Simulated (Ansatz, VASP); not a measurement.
## One calculation of Pd3S2Cl2, two programs

Contents of INCAR:

```
ALGO = Normal
EDIFF = 1E-7
ENCUT = 520
GGA = PS
ISIF = 2
ISMEAR = 1
LASPH = True
LCHARG = False
LREAL = False
LWAVE = False
NBANDS = 69
NELM = 60
PREC = Accurate
SIGMA = 0.0986
```

KPOINTS

```
k-points
0
Gamma
  6 6 6
```

The input POSCAR:

```
Pd3S2Cl2
1.0
   -4.1419871600      4.1419871600      4.1419871600
    4.1419871600     -4.1419871600      4.1419871600
    4.1419871600      4.1419871600     -4.1419871600
Cl S Pd
4 4 6
Direct
    0.0440000000      0.0440000000      0.0440000000
    0.5000000000      0.0000000000      0.4560000000
    0.4560000000      0.5000000000      0.0000000000
    0.0000000000      0.4560000000      0.5000000000
    0.5360000000      0.5360000000      0.5360000000
    0.5000000000      0.0000000000      0.9640000000
    0.9640000000      0.5000000000      0.0000000000
    0.0000000000      0.9640000000      0.5000000000
    0.2500000000      0.5480000000      0.2980000000
    0.7500000000      0.9520000000      0.2020000000
    0.2980000000      0.2500000000      0.5480000000
    0.2020000000      0.7500000000      0.9520000000
    0.5480000000      0.2980000000      0.2500000000
    0.9520000000      0.2020000000      0.7500000000
```

Input for Ansatz:

```yaml
crystal:
  lattice:
    - [-4.14198716, 4.14198716, 4.14198716]
    - [4.14198716, -4.14198716, 4.14198716]
    - [4.14198716, 4.14198716, -4.14198716]
  atoms:
    - { symbol: Cl, position: [0.044, 0.044, 0.044] }
    - { symbol: Cl, position: [0.5, 0.0, 0.456] }
    - { symbol: Cl, position: [0.456, 0.5, 0.0] }
    - { symbol: Cl, position: [0.0, 0.456, 0.5] }
    - { symbol: S, position: [0.536, 0.536, 0.536] }
    - { symbol: S, position: [0.5, 0.0, 0.964] }
    - { symbol: S, position: [0.964, 0.5, 0.0] }
    - { symbol: S, position: [0.0, 0.964, 0.5] }
    - { symbol: Pd, position: [0.25, 0.548, 0.298] }
    - { symbol: Pd, position: [0.75, 0.952, 0.202] }
    - { symbol: Pd, position: [0.298, 0.25, 0.548] }
    - { symbol: Pd, position: [0.202, 0.75, 0.952] }
    - { symbol: Pd, position: [0.548, 0.298, 0.25] }
    - { symbol: Pd, position: [0.952, 0.202, 0.75] }
  symmetry: { tolerance: 0.0003 }
kpoints:
  mp_grid: { grid: [6, 6, 6], shift: [0, 0, 0] }
  band_path:
    path:
      - [0.0, 0.0, 0.0]
      - [0.5, -0.5, 0.5]
      - [0.0, 0.0, 0.5]
      - [0.0, 0.0, 0.0]
      - [0.25, 0.25, 0.25]
      - [0.5, -0.5, 0.5]
    npoints: 10
magnetization:
  spin_polarized: false
scf:
  occupations: { method: cold, width: 0.0986 }
  lower_state_search: "off"
  max_iter: 200
hamiltonian:
  pseudopotentials: { kind: paw }
  xc: pbesol
basis:
  ecutwfc: 420
  fft_grid_basis: typed
output:
  forces: true
  stress: true
  eigenvalues: true
  bader: true
  populations: true
  elf: true
  write_potential: true
  volumetric_format: npy
  dos:
    e_range: [-12, 8]
    de: 0.05
    projected: { site_lists: { Cl: [Cl], Pd: [Pd], S: [S] } }
checkpoint:
  read: saved_state
```

Alike in both runs: task single point; functional PBEsol; k mesh 6 × 6 × 6; no spin polarisation.

|  | VASP | Ansatz |
| --- | --- | --- |
| version | VASP 6.6.1 | Ansatz 0.2.0 |
| potentials or method | VASP PAW PBE potentials, release 64 (Cl, S, Pd), cutoff 520 eV | PAW plane waves |
| occupations | methfessel-paxton of order 1, width 0.0986 eV | cold, width 0.0986 eV |
| valence electrons in the cell | 112 | 160 |

```csv
,VASP,Ansatz,Ansatz less VASP
pressure (GPa),-1.6,-1.5,+0.10
rms of the force components (eV/Å),0.304,0.299,-0.0052
```

VASP's potentials were made for PBE, not for PBEsol. Atom by atom the forces differ by 0.009 eV/Å (rms over components). VASP's potentials hold 112 valence electrons a cell and Ansatz's 160, so a difference there can come from the potentials and not from the codes.
